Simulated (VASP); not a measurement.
# N: single point with PBE-based screened hybrid with 10 % exact exchange

Crystal: N.

```
CELL_PARAMETERS angstrom
4.16723 0.00000 0.00000
-2.08362 3.60893 0.00000
0.00000 0.00000 7.00600
ATOMIC_POSITIONS crystal
N 0.66667 0.33333 0.67107
N 0.66667 0.33333 0.82893
N 0.33333 0.66667 0.17107
N 0.33333 0.66667 0.32893
```

```
Program             : VASP 6.6.1
Task                : single point
Functional          : PBE-based screened hybrid with 10 % exact exchange
Potentials or basis : VASP PAW PBE potentials, release 64 (N)
Cutoff              : 520 eV
k mesh              : 4 × 4 × 2
Occupations         : fermi-dirac, width 0.05 eV
Spin                : no spin polarisation
```

```json
{
 "Pressure": "0.5 GPa",
 "Largest force": "0.428 eV/Å",
 "Band gap on the k mesh": "8.03 eV (least direct gap 8.26 eV)"
}
```

Forces on the atoms (eV/Å):
```
N    0.000  0.000 -0.428
N    0.000  0.000  0.428
N    0.000  0.000 -0.428
N    0.000  0.000  0.428
```

Stress tensor (GPa, compression positive):
```
0.05 0.00 0.00
0.00 0.05 0.00
0.00 0.00 1.54
```

Levels at points of the mesh, in eV from the valence-band top:
| k point | band 6 | band 7 | band 8 | band 9 | band 10 | band 11 | band 12 | band 13 | band 14 | band 15 |
| --- | --- | --- | --- | --- | --- | --- | --- | --- | --- | --- |
| (0.00, 0.00, 0.00) | -1.63 | -1.53 | -1.53 | -1.11 | 0.00 | 8.74 | 8.74 | 9.24 | 9.24 | 10.69 |
| (0.50, 0.00, 0.00) | -1.84 | -1.72 | -1.55 | -0.56 | -0.21 | 8.05 | 8.43 | 8.81 | 9.35 | 12.11 |
| (0.00, 0.00, 0.50) | -1.58 | -1.58 | -1.58 | -0.50 | -0.50 | 8.98 | 8.98 | 8.98 | 8.98 | 10.85 |
| (0.50, 0.00, 0.50) | -1.84 | -1.64 | -1.64 | -0.43 | -0.43 | 8.43 | 8.43 | 8.87 | 8.87 | 12.93 |

Run time: 4.7 min on 1 thread of Intel(R) Xeon(R) Platinum 8375C CPU @ 2.90GHz (Ice Lake), with other jobs on the host, peak memory 0.32 GiB.

Caveat: the k points lie up to 0.45 Å⁻¹ apart; the standard files for N, O and F lose accuracy on very short bonds; this functional lacks dispersion, which holds the molecules together, so the pressure and a relaxed volume are unreliable; the PAW data sets were made with another functional, which shifts forces and pressure a little. A k mesh can miss the band edges.
